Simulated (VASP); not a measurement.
# SrO (Fm-3m) in VASP: single point with PBE

Aim: the single point of SrO with PBE.

All numbers are computed with VASP 6.6.1; they aren't measurements. Logs are shortened: lines on timing, memory, paths and dates and some standing lists are left out, and cuts for length are marked.

## (1) The cell of the first run

The structure is cubic, space group Fm-3m (No. 225). The conventional cell has a = 5.195 Å, b = 5.195 Å, c = 5.195 Å, α = 90.00°, β = 90.00°, γ = 90.00°. Within 3.4 Å of Sr (site symmetry m-3m) lie 6 O at 2.60 Å. Within 3.4 Å of O (site symmetry m-3m) lie 6 Sr at 2.60 Å.

## (2) Single point, PBE

INCAR

```
PREC     = Accurate       # precision mode
ENCUT    = 600            # plane-wave cutoff, eV
EDIFF    = 1E-6           # SCF threshold, eV
ISMEAR   = 0              # smearing method
SIGMA    = 0.02           # smearing width, eV
LREAL    = False          # projectors in reciprocal space
LASPH    = True           # aspherical terms in the spheres
NELM     = 120            # most SCF steps
ALGO     = Normal         # electronic algorithm
ISIF     = 2              # what is computed and relaxed
LWAVE    = False          # write WAVECAR
LCHARG   = True           # write CHGCAR
GGA      = PE             # functional
LELF     = True           # ELF
LVHAR    = True         
NBANDS   = 15             # bands
GGA_COMPAT= False
```

KPOINTS

```
Automatic mesh
0
Gamma
  8 8 8
```

POSCAR

```
SrO
1.0
    0.0000000000      2.5975877657      2.5975877657
    2.5975877657      0.0000000000      2.5975877657
    2.5975877657      2.5975877657      0.0000000000
Sr O
1 1
Direct
    0.0000000000      0.0000000000      0.0000000000
    0.5000000000      0.5000000000      0.5000000000
```

Potentials or basis: VASP PAW PBE potentials, release 64 (Sr_sv, O).

The run is started by

```bash
cat potpaw_PBE.64/Sr_sv/POTCAR potpaw_PBE.64/O/POTCAR > POTCAR
mpirun -np 1 vasp_std > vasp.out
```

OUTCAR:

```text
PREC = Accurate
   ENCUT = 600
   EDIFF = 1E-6
   ISMEAR = 0
   LREAL = False
   LASPH = True
   NELM = 120
   ISIF = 2
   GGA = PE

 ion  position               nearest neighbor table
   1  0.000  0.000  0.000-   2 2.60   2 2.60   2 2.60   2 2.60   2 2.60   2 2.60
   2  0.500  0.500  0.500-   1 2.60   1 2.60   1 2.60   1 2.60   1 2.60   1 2.60

  LATTYP: Found a face centered cubic cell.
 ALAT       =     5.1951755314

  Lattice vectors:

 A1 = (   0.0000000000,   2.5975877657,   2.5975877657)
 A2 = (   2.5975877657,   0.0000000000,   2.5975877657)
 A3 = (   2.5975877657,   2.5975877657,   0.0000000000)

Analysis of symmetry for initial positions (statically):
=====================================================================
 Subroutine PRICEL returns:
 Original cell was already a primitive cell.

 Routine SETGRP: Setting up the symmetry group for a
 face centered cubic supercell.

 Subroutine GETGRP returns: Found 48 space group operations
 (whereof 48 operations were pure point group operations)
 out of a pool of 48 trial point group operations.

The static configuration has the point symmetry O_h .

Analysis of symmetry for dynamics (positions and initial velocities):
=====================================================================
 Subroutine PRICEL returns:
 Original cell was already a primitive cell.

 Routine SETGRP: Setting up the symmetry group for a
 face centered cubic supercell.

 Subroutine GETGRP returns: Found 48 space group operations
 (whereof 48 operations were pure point group operations)
 out of a pool of 48 trial point group operations.

The dynamic configuration has the point symmetry O_h .

 Subroutine INISYM returns: Found 48 space group operations
 (whereof 48 operations are pure point group operations),
 and found     1 'primitive' translations

----------------------------------------------------------------------------------------

                                     Primitive cell

  volume of cell :      35.0543

  direct lattice vectors                    reciprocal lattice vectors
     0.000000000  2.597587766  2.597587766    -0.192486278  0.192486278  0.192486278
     2.597587766  0.000000000  2.597587766     0.192486278 -0.192486278  0.192486278
     2.597587766  2.597587766  0.000000000     0.192486278  0.192486278 -0.192486278

  length of vectors
     3.673543848  3.673543848  3.673543848     0.333396013  0.333396013  0.333396013

  position of ions in fractional coordinates (direct lattice)
     0.000000000  0.000000000  0.000000000
     0.500000000  0.500000000  0.500000000

  ion indices of the primitive-cell ions
   primitive index   ion index
                 1           1
                 2           2

----------------------------------------------------------------------------------------

 KPOINTS: Automatic mesh

Automatic generation of k-mesh.
 Grid dimensions read from file:
 generate k-points for:    8    8    8

 Generating k-lattice:

  Cartesian coordinates                     Fractional coordinates (reciprocal lattice)
    -0.024060785  0.024060785  0.024060785     0.125000000  0.000000000  0.000000000
     0.024060785 -0.024060785  0.024060785     0.000000000  0.125000000  0.000000000
     0.024060785  0.024060785 -0.024060785     0.000000000  0.000000000  0.125000000

  Length of vectors
     0.041674502  0.041674502  0.041674502

  Shift w.r.t. Gamma in fractional coordinates (k-lattice)
     0.000000000  0.000000000  0.000000000

 Subroutine IBZKPT returns following result:
 ===========================================

 Found     29 irreducible k-points:

 Following reciprocal coordinates:
            Coordinates               Weight
  0.000000  0.000000  0.000000      1.000000
  0.125000  0.000000  0.000000      8.000000
  0.250000  0.000000  0.000000      8.000000
  0.375000  0.000000  0.000000      8.000000
  0.500000  0.000000  0.000000      4.000000
  0.125000  0.125000  0.000000      6.000000
[... 16 lines left out ...]
  0.500000  0.250000  0.125000     48.000000
 -0.375000  0.250000  0.125000     24.000000
 [... further k-points ...]
   k-points           NKPTS =     29   k-points in BZ     NKDIM =     29   number of bands    NBANDS=     15
   number of dos      NEDOS =    301   number of ions     NIONS =      2
   total plane-waves  NPLWV =  27000
   dimension x,y,z NGX =    30 NGY =   30 NGZ =   30
   dimension x,y,z NGXF=    60 NGYF=   60 NGZF=   60
   ions per type =               1   1
   NGX,Y,Z   is equivalent  to a cutoff of  13.58, 13.58, 13.58 a.u.
   NGXF,Y,Z  is equivalent  to a cutoff of  27.15, 27.15, 27.15 a.u.
 SYSTEM =  unknown system
   PREC   = accura    normal or accurate (medium, high low for compatibility)
   ISTART =      0    job   : 0-new  1-cont  2-samecut
   ICHARG =      2    charge: 1-file 2-atom 10-const
   ISPIN  =      1    spin polarized calculation?
   LNONCOLLINEAR =      F non collinear calculations
   LSORBIT =      F    spin-orbit coupling
   LASPH  =      T    aspherical Exc in radial PAW
   ENCUT  =  600.0 eV  44.10 Ry    6.64 a.u.   7.34  7.34  7.34*2*pi/ulx,y,z
   NELM   =    120;   NELMIN=  2; NELMDL= -5     # of ELM steps
   EDIFF  = 0.1E-05   stopping-criterion for ELM
   LREAL  =      F    real-space projection
   EDIFFG = 0.1E-04   stopping-criterion for IOM
   NSW    =      0    number of steps for IOM
   IBRION =     -1    ionic relax: 0-MD 1-quasi-New 2-CG
   NFREE  =      0    steps in history (QN), initial steepest desc. (CG)
   ISIF   =      2    stress and relaxation
   ISYM   =      2    0-nonsym 1-usesym 2-fastsym
   POTIM  = 0.5000    time-step for ionic-motion
   TEBEG  =    0.0;   TEEND  =   0.0 temperature during run
   PSTRESS=    0.0 pullay stress
   NELECT =      16.0000    total number of electrons
   NUPDOWN=      -1.0000    fix difference up-down
   EMIN   =  10.00;   EMAX   =-10.00  energy-range for DOS
   EFERMI =   0.00;   METHOD = LEGACY
   ISMEAR =     0;   SIGMA  =   0.02  broadening in eV -4-tet -1-fermi 0-gaus
   EFERMI_NEDOS =   21; number of points for ismear=-14 and -15
   IALGO  =     38    algorithm
   IMIX   =      4    mixing-type and parameters
     AMIX     =   0.40;   BMIX     =  1.00
     AMIX_MAG =   1.60;   BMIX_MAG =  1.00
  volume/ion in A,a.u.               =      17.53       118.28
  Fermi-wavevector in a.u.,A,eV,Ry     =   1.260476  2.381954 21.616934  1.588800
  Thomas-Fermi vector in A             =   2.393984
   LORBIT       =      0    0 simple, 1 ext, 2 COOP (PROOUT), +10 PAW based schemes
   GGA     = PE    functional components
   LHFCALC =     F    Hartree Fock is set to
   AEXX    =    0.0000 exact exchange contribution
   IVDW    =     0    specifies the selected vdW correction
   LEPSILON=     F    determine dielectric tensor
   LRPA    =     F    only Hartree local field effects (RPA)
 non-spin polarized calculation
 Gauss-broadening in eV      SIGMA  =   0.02
  energy-cutoff  :      600.00
  volume of cell :       35.05
 maximum number of plane-waves:      1211
 NGX is ok and might be reduce to    30
   NGX = 15   NGY = 15   NGZ = 15

 number of electron      16.0000000 magnetization

 Free energy of the ion-electron system (eV)
  ---------------------------------------------------
  ext. energy  EPLUGINS =         0.00000000
  ---------------------------------------------------
  free energy    TOTEN  =       -12.05629891 eV

  energy without entropy =      -12.05629891  energy(sigma->0) =      -12.05629891

 E-fermi :   1.7270     XC(G=0):  -9.8813

 val. band max:        1.5187781354   @ k =   0.0000   0.0000   0.0000
 cond. band min:       4.8004019674   @ k =   0.5000   0.5000   0.0000
 fundamental gap:      3.2816238319
 Fermi energy:         1.7269926085

 k-point     1 :       0.0000    0.0000    0.0000
  band No.  band energies     occupation
      1     -30.9794      2.00000
      2     -13.5323      2.00000
      3     -12.6477      2.00000
      4     -12.6477      2.00000
      5     -12.6477      2.00000
      6       1.5188      2.00000
      7       1.5188      2.00000
      8       1.5188      2.00000
      9       5.2859      0.00000
     10       7.6613      0.00000
     11       7.6613      0.00000
     12       7.6613      0.00000
     13       9.7599      0.00000
     14       9.7599      0.00000
     15      14.0793      0.00000

 k-point     2 :       0.1250    0.0000    0.0000
  band No.  band energies     occupation
      1     -30.9620      2.00000
      2     -13.9048      2.00000
      3     -12.6591      2.00000
      4     -12.6591      2.00000
      5     -12.3187      2.00000
      6       1.0745      2.00000
      7       1.3329      2.00000
      8       1.3329      2.00000
      9       5.9727      0.00000
     10       7.5139      0.00000
     11       7.9563      0.00000
     12       7.9563      0.00000
     13      10.1464      0.00000
     14      10.1464      0.00000
     15      15.0410      0.00000

 k-point     3 :       0.2500    0.0000    0.0000
  band No.  band energies     occupation
      1     -30.9197      2.00000
      2     -14.4569      2.00000
      3     -12.6862      2.00000
      4     -12.6862      2.00000
      5     -11.8723      2.00000
      6       0.2718      2.00000
      7       0.9300      2.00000
      8       0.9300      2.00000
      9       7.3673      0.00000
     10       7.5546      0.00000
     11       8.7551      0.00000
     12       8.7551      0.00000
     13      11.1161      0.00000
     14      11.1161      0.00000
     15      16.9344      0.00000
[... 343 lines left out ...]
 k-point    23 :       0.5000    0.2500    0.1250
  band No.  band energies     occupation
      1     -30.8550      2.00000
      2     -14.6396      2.00000
      3     -12.9772      2.00000
      4     -12.8058      2.00000
      5     -11.8328      2.00000
      6       0.0150      2.00000
      7       0.6260      2.00000
      8       1.0002      2.00000
      9       7.0147      0.00000
     10       8.5097      0.00000
     11      10.2077      0.00000
     12      10.4178      0.00000
     13      12.3209      0.00000
     14      13.2507      0.00000
     15      15.4475      0.00000

 k-point    24 :      -0.3750    0.2500    0.1250
  band No.  band energies     occupation
      1     -30.8408      2.00000
      2     -14.7032      2.00000
      3     -12.9982      2.00000
      4     -12.8538      2.00000
      5     -11.8033      2.00000
      6      -0.0188      2.00000
      7       0.6838      2.00000
      8       0.7475      2.00000
      9       7.7739      0.00000
     10       8.1286      0.00000
     11      10.5693      0.00000
     12      10.8175      0.00000
     13      12.8257      0.00000
     14      14.1239      0.00000
     15      14.4920      0.00000

 [... further k-points ...]

------------------------ aborting loop because EDIFF is reached ----------------------------------------

  FORCE on cell =-STRESS in cart. coord.  units (eV):
  Direction    XX          YY          ZZ          XY          YZ          ZX
  --------------------------------------------------------------------------------------
  -------------------------------------------------------------------------------------
  Total        0.0904052      0.0904052      0.0904052      0.0000000      0.0000000      0.0000000
  in kB        4.1320299      4.1320299      4.1320299      0.0000000      0.0000000      0.0000000
  external PRESSURE =       4.1320299 kB  Pullay stress =       0.0000000 kB

 VOLUME and BASIS-vectors are now :
 -----------------------------------------------------------------------------
  energy-cutoff  :      600.00
  volume of cell :       35.05
      direct lattice vectors                 reciprocal lattice vectors
     0.000000000  2.597587766  2.597587766    -0.192486278  0.192486278  0.192486278
     2.597587766  0.000000000  2.597587766     0.192486278 -0.192486278  0.192486278
     2.597587766  2.597587766  0.000000000     0.192486278  0.192486278 -0.192486278

 POSITION                                       TOTAL-FORCE (eV/Angst)
 -----------------------------------------------------------------------------------
      0.00000      0.00000      0.00000        -0.000000     -0.000000      0.000000
      2.59759      2.59759      2.59759         0.000000      0.000000     -0.000000
 -----------------------------------------------------------------------------------
    total drift:                                0.000000      0.000000      0.000000

  FREE ENERGIE OF THE ION-ELECTRON SYSTEM (eV)
  ---------------------------------------------------
  free  energy   TOTEN  =       -12.0562989056 eV

  energy  without entropy=      -12.0562989056  energy(sigma->0) =      -12.05629891
```

Run time: 20 s. Hardware: 1 thread of Intel Xeon Platinum 8259CL at 2.50GHz (Skylake/Cascade Lake), shared host; peak memory 0.18 GiB.

What came out:

- Free energy: -12.0563 eV
- Pressure: 0.4 GPa
- Band gap on the k mesh: 3.28 eV (least direct gap 3.39 eV)

A k mesh can miss the band edges. Expect the measured gap to be larger: semilocal functionals such as PBE lack the derivative discontinuity.
